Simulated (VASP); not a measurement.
Input of a VASP 6.6.1 run:

File INCAR:

```
PREC = Accurate
ENCUT = 500
EDIFF = 1E-7
ISMEAR = -1
SIGMA = 0.05
LREAL = False
LASPH = True
NELM = 120
ALGO = Normal
ISIF = 3
LWAVE = False
LCHARG = False
GGA = PS
IBRION = 2
NSW = 60
EDIFFG = -0.03
GGA_COMPAT = False
NELMIN = 4
```

Contents of KPOINTS:

```
regular mesh
0
Gamma
  4 4 4
```

File POSCAR:

```
Cs
1.0
    0.0000000000      5.2550000000      5.2550000000
    5.2550000000      0.0000000000      5.2550000000
    5.2550000000      5.2550000000      0.0000000000
Cs
2
Direct
    1.0000000000      1.0000000000      1.0000000000
    0.2500000000      0.2500000000      0.2500000000
```

Potentials or basis: VASP PAW PBE potentials, release 64 (Cs_sv).

Run with:

```sh
$ cat potpaw_PBE.64/Cs_sv/POTCAR > POTCAR
$ mpirun -np 1 vasp_std > vasp.out
```

Task: What does it give for the space group after relaxing (to 0.1 Å)?

Result: Fd-3m (No. 227).

Task: Predict the relaxed volume.

Result: 169.43 Å³/atom.

Task: What does it give for the band gap on the k mesh?

Result: Zero (bands 9 and 10 overlap by 0.12 eV).

Task: What does it give for the relaxed cell?

Result: a = 7.825 Å, b = 7.825 Å, c = 7.825 Å, α = 60.00°, β = 60.00°, γ = 60.00°.

Final structure:
```xyz
2
Lattice="0.0000 5.5334 5.5334 5.5334 0.0000 5.5334 5.5334 5.5334 0.0000" Properties=species:S:1:pos:R:3 pbc="T T T"
Cs   11.0669   11.0669   11.0669
Cs    2.7667    2.7667    2.7667
```

Caveat: the volume moved by over 15 % at a fixed basis, so the end points are rough; the PAW data sets were made with another functional, which shifts forces and pressure a little; spin-orbit coupling is left out, which moves the levels of the heavy elements.
